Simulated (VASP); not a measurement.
# Co in VASP: a series of runs

Runs on Co. Level: PBE. Tasks: single point.

All numbers are computed with VASP 6.6.1; they aren't measurements. Logs are shortened: lines on timing, memory, paths and dates and some standing lists are left out, and cuts for length are marked.

## (1) The cell of the first run

The cell holds a sheet with vacuum, 1 atom: a = 2.351 Å, b = 2.351 Å, c = 23.800 Å, α = 90.00°, β = 90.00°, γ = 120.00°.

## (2) Single point, PBE, collinear spin, ferromagnetic start

The input, INCAR:

```
PREC = Accurate
ENCUT = 520
EDIFF = 1E-6
ISMEAR = 0
SIGMA = 0.1
LREAL = False
LASPH = True
NELM = 150
ALGO = Normal
ISIF = 2
LWAVE = False
LCHARG = False
ISPIN = 2
MAGMOM = 2.31
LORBIT = 11
LMAXMIX = 4
LDIPOL = True
IDIPOL = 3
DIPOL = 0.5 0.5 0.294
GGA = PE
NBANDS = 14
```

The input, KPOINTS:

```
Automatic mesh
0
Gamma
  12 12 1
```

The input, POSCAR:

```
Co
1.0
    2.3505148901      0.0000000000      0.0000000000
   -1.1752574450      2.0356056068      0.0000000000
    0.0000000000      0.0000000000     23.8000000000
Co
1
Direct
    0.0000000000      0.0000000000      0.2941176471
```

Potentials or basis: VASP PAW PBE potentials, release 64 (Co).

Command:

```bash
$ cat potpaw_PBE.64/Co/POTCAR > POTCAR
$ mpirun -np 1 vasp_std > vasp.out
```

OUTCAR:

```text
PREC = Accurate
   ENCUT = 520
   EDIFF = 1E-6
   ISMEAR = 0
   LREAL = False
   LASPH = True
   NELM = 150
   ISIF = 2
   ISPIN = 2
   LORBIT = 11
   GGA = PE

 ion  position               nearest neighbor table
   1  0.000  0.000  0.294-

  LATTYP: Found a hexagonal cell.
 ALAT       =     2.3505148901
 C/A-ratio  =    10.1254410684

  Lattice vectors:

 A1 = (   2.3505148901,   0.0000000000,   0.0000000000)
 A2 = (  -1.1752574450,   2.0356056068,   0.0000000000)
 A3 = (   0.0000000000,   0.0000000000,  23.8000000000)

Analysis of symmetry for initial positions (statically):
=====================================================================
 Subroutine PRICEL returns:
 Original cell was already a primitive cell.

 Routine SETGRP: Setting up the symmetry group for a
 hexagonal supercell.

 Subroutine GETGRP returns: Found 24 space group operations
 (whereof 12 operations were pure point group operations)
 out of a pool of 24 trial point group operations.

The static configuration has the point symmetry C_6v.
 The point group associated with its full space group is D_6h.

Analysis of symmetry for dynamics (positions and initial velocities):
=====================================================================
 Subroutine PRICEL returns:
 Original cell was already a primitive cell.

 Routine SETGRP: Setting up the symmetry group for a
 hexagonal supercell.

 Subroutine GETGRP returns: Found 24 space group operations
 (whereof 12 operations were pure point group operations)
 out of a pool of 24 trial point group operations.

The dynamic configuration has the point symmetry C_6v.
 The point group associated with its full space group is D_6h.

Analysis of structural, dynamic, and magnetic symmetry:
=====================================================================
 Subroutine PRICEL returns:
 Original cell was already a primitive cell.

 Routine SETGRP: Setting up the symmetry group for a
 hexagonal supercell.

 Subroutine GETGRP returns: Found 24 space group operations
 (whereof 12 operations were pure point group operations)
 out of a pool of 24 trial point group operations.

The overall configuration has the point symmetry C_6v.
 The point group associated with its full space group is D_6h.

 Subroutine INISYM returns: Found 24 space group operations
 (whereof 12 operations are pure point group operations),
 and found     1 'primitive' translations

----------------------------------------------------------------------------------------
[... 134 lines left out ...]
  free energy    TOTEN  =        -5.64792134 eV

  energy without entropy =       -5.64083901  energy(sigma->0) =       -5.64438017

 E-fermi :  -3.6415     XC(G=0):  -2.0589

 val. band max:       -3.6540887617   @ k =   0.4167   0.1667   0.0000
 cond. band min:      -3.5906056471   @ k =   0.2500   0.1667   0.0000
 fundamental gap:      0.0634831145
 Fermi energy:        -3.6415300027

 spin component 1

 k-point     1 :       0.0000    0.0000    0.0000
  band No.  band energies     occupation
      1      -9.9662      1.00000
      2      -6.5861      1.00000
      3      -6.0658      1.00000
      4      -6.0658      1.00000
      5      -4.8664      1.00000
      6      -4.8664      1.00000
      7      -3.3609      0.00004
      8       1.1197      0.00000
      9       1.5975      0.00000
     10       1.6490      0.00000
     11       2.5329      0.00000
     12       2.7601      0.00000
     13       4.1341      0.00000
     14       4.5316      0.00000
[... 291 lines left out ...]
  band No.  band energies     occupation
      1      -6.4571      1.00000
      2      -6.4571      1.00000
      3      -6.4141      1.00000
      4      -6.4141      1.00000
      5      -5.4182      1.00000
      6       4.4152      0.00000
      7       4.4152      0.00000
      8       6.5767      0.00000
      9       8.5027      0.00000
     10      10.3479      0.00000
     11      10.3479      0.00000
     12      12.8736      0.00000
     13      12.8736      0.00000
     14      13.3669      0.00000
 Fermi energy:        -3.6415300027

 spin component 2

 k-point     1 :       0.0000    0.0000    0.0000
  band No.  band energies     occupation
      1      -9.6827      1.00000
      2      -4.9975      1.00000
      3      -4.3648      1.00000
      4      -4.3648      1.00000
      5      -3.3490      0.00002
      6      -2.6625      0.00000
      7      -2.6625      0.00000
      8       1.0460      0.00000
      9       1.4660      0.00000
     10       1.6979      0.00000
     11       2.4800      0.00000
     12       2.7742      0.00000
     13       4.1074      0.00000
     14       4.5298      0.00000
[... 292 lines left out ...]
      1      -5.0813      1.00000
      2      -5.0813      1.00000
      3      -4.5888      1.00000
      4      -4.5888      1.00000
      5      -3.2659      0.00000
      6       4.9368      0.00000
      7       4.9368      0.00000
      8       7.2115      0.00000
      9       8.9481      0.00000
     10      10.3517      0.00000
     11      10.3517      0.00000
     12      12.7219      0.00000
     13      12.7220      0.00000
     14      13.2731      0.00000

------------------------ aborting loop because EDIFF is reached ----------------------------------------

 vacuum level on the upper side and lower side of the slab       (xc-potential included)        -0.194        -0.188

  FORCE on cell =-STRESS in cart. coord.  units (eV):
  Direction    XX          YY          ZZ          XY          YZ          ZX
  --------------------------------------------------------------------------------------
  -------------------------------------------------------------------------------------
  Total       -0.0158030     -0.0158030     -0.0008173     -0.0000000      0.0000000     -0.0000000
  in kB       -0.2223401     -0.2223401     -0.0114983     -0.0000000      0.0000000     -0.0000000
  external PRESSURE =      -0.1520595 kB  Pullay stress =       0.0000000 kB

 VOLUME and BASIS-vectors are now :
 -----------------------------------------------------------------------------
  energy-cutoff  :      520.00
  volume of cell :      113.88
      direct lattice vectors                 reciprocal lattice vectors
     2.350514890  0.000000000  0.000000000     0.425438700  0.245627148  0.000000000
    -1.175257445  2.035605607  0.000000000     0.000000000  0.491254296  0.000000000
     0.000000000  0.000000000 23.800000000     0.000000000  0.000000000  0.042016807

 POSITION                                       TOTAL-FORCE (eV/Angst)
 -----------------------------------------------------------------------------------
      0.00000      0.00000      7.00000        -0.000000      0.000000     -0.000000
 -----------------------------------------------------------------------------------
    total drift:                                0.000000      0.000000     -0.000059

  FREE ENERGIE OF THE ION-ELECTRON SYSTEM (eV)
  ---------------------------------------------------
  free  energy   TOTEN  =        -5.6479213439 eV

  energy  without entropy=       -5.6408390054  energy(sigma->0) =       -5.64438017

 vacuum level on the upper side and lower side of the slab         1.373         1.367

 total charge

# of ion       s       p       d       tot
------------------------------------------
    1        0.534   0.387   7.207   8.128

 magnetization (x)

# of ion       s       p       d       tot
------------------------------------------
    1        0.008  -0.042   1.909   1.875
```

Run time: 3.5 min. Hardware: 1 thread of Intel Xeon 8259CL, shared host; peak memory 0.28 GiB.

Results:

- Free energy: -5.6479 eV
- Net moment: 1.85 μB per cell
- Site moments: Co +1.88 μB
- Valence electrons inside the program's atomic spheres: Co 8.13

## (3) Single point, PBE, collinear spin, ferromagnetic start

This run uses another cell than the first one, of 116.58 Å³/atom, 1.024 times its volume.

INCAR, as its differences from that of step 2:

```diff
@@ -11,3 +11,3 @@
 LWAVE = False
-LCHARG = False
+LCHARG = True
 ISPIN = 2
@@ -20,2 +20,5 @@
 GGA = PE
+LELF = True
+LVHAR = True
+LVACPOTAV = True
 NBANDS = 14
```

KPOINTS is that of step 2.

The input, POSCAR:

```
Co
1.0
    2.3782729964      0.0000000000      0.0000000000
   -1.1891364982      2.0596448320      0.0000000000
    0.0000000000      0.0000000000     23.8000000000
Co
1
Direct
    0.0000000000      0.0000000000      0.2941176471
```

Potentials or basis: VASP PAW PBE potentials, release 64 (Co).

Command:

```bash
$ cat potpaw_PBE.64/Co/POTCAR > POTCAR
$ mpirun -np 1 vasp_std > vasp.out
```

It took 3.5 min on 1 thread of Intel Xeon 8259CL, shared host; peak memory 0.28 GiB.

Results (log left out):

```
Free energy                                           : -5.6415 eV
Net moment                                            : 1.85 μB per cell
Site moments                                          : Co +1.88 μB
Valence electrons inside the program's atomic spheres : Co 8.08
```

Levels at points of the mesh, in eV from the Fermi level:
Spin up:
```tsv
k point	band 3	band 4	band 5	band 6	band 7	band 8
(0.00, 0.00, 0.00)	-2.39	-2.39	-1.27	-1.27	0.33	4.72
(0.50, 0.00, 0.00)	-1.79	-1.65	-0.22	2.58	7.42	8.98
```
Spin down:
```tsv
k point	band 2	band 3	band 4	band 5	band 6	band 7
(0.00, 0.00, 0.00)	-1.28	-0.68	-0.68	0.34	0.93	0.93
(0.50, 0.00, 0.00)	-1.83	0.29	0.49	1.73	2.55	8.20
```
